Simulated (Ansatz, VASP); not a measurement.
# TaOs: VASP beside Ansatz

Contents of INCAR:

```
PREC = Accurate ; ENCUT = 520
EDIFF = 1E-6 ; ISMEAR = 0
SIGMA = 0.1 ; LREAL = False
LASPH = True ; NELM = 80
ALGO = Fast ; ISIF = 2
LWAVE = False ; LCHARG = True
GGA = PE ; LELF = True
LVHAR = True ; NBANDS = 16
```

Contents of KPOINTS:

```
Automatic mesh
0
Gamma
  6 6 4
```

The input POSCAR:

```
TaOs
1.0
    2.8587988300      0.0000000000      0.0000000000
   -1.4293994100      2.4757924100      0.0000000000
    0.0000000000      0.0000000000      4.5719358800
Ta Os
1 1
Direct
    0.0000000000      0.0000000000      0.0000000000
    0.3333333300      0.6666666700      0.5000000000
```

Input for Ansatz:

```yaml
crystal:
  lattice:
    - [2.85879883, 0.0, 0.0]
    - [-1.42939941, 2.47579241, 0.0]
    - [0.0, 0.0, 4.57193588]
  atoms:
    - { symbol: Ta, position: [0.0, 0.0, 0.0] }
    - { symbol: Os, position: [0.33333333, 0.66666667, 0.5] }
basis:
  ecutwfc: 420
kpoints:
  mp_grid: { grid: [6, 6, 4] }
hamiltonian:
  xc: pbe
scf:
  occupations: { method: gaussian, width: 0.1 }
  lower_state_search: "off"
output:
  forces: true
  stress: true
  eigenvalues: true
```

Alike in both runs: task single point; functional PBE; k mesh 6 × 6 × 4; occupations gaussian, width 0.1 eV; no spin polarisation.

```csv
,VASP,Ansatz
version,VASP 6.6.1,Ansatz 0.2.0
potentials or method,"VASP PAW PBE potentials, release 64 (Ta_pv, Os), cutoff 520 eV","scalar-relativistic, plane waves, PAW"
valence electrons in the cell,19,29
```

|  | VASP | Ansatz | Ansatz less VASP |
| --- | --- | --- | --- |
| gap on the k mesh at the Fermi level (eV) | none | none | - |
| pressure (GPa) | -1.6 | -1.6 | -0.06 |
| traceless stress, the component that is largest in VASP (GPa) | -0.63 | -0.59 | +0.044 |

A gap of «none» marks a metal or a gap that the smearing closes. VASP's potentials hold 19 valence electrons a cell and Ansatz's 29, so a difference there can come from the potentials and not from the codes.

The k mesh is coarse, so the values compare programs but aren't converged. Spin-orbit coupling is off throughout.
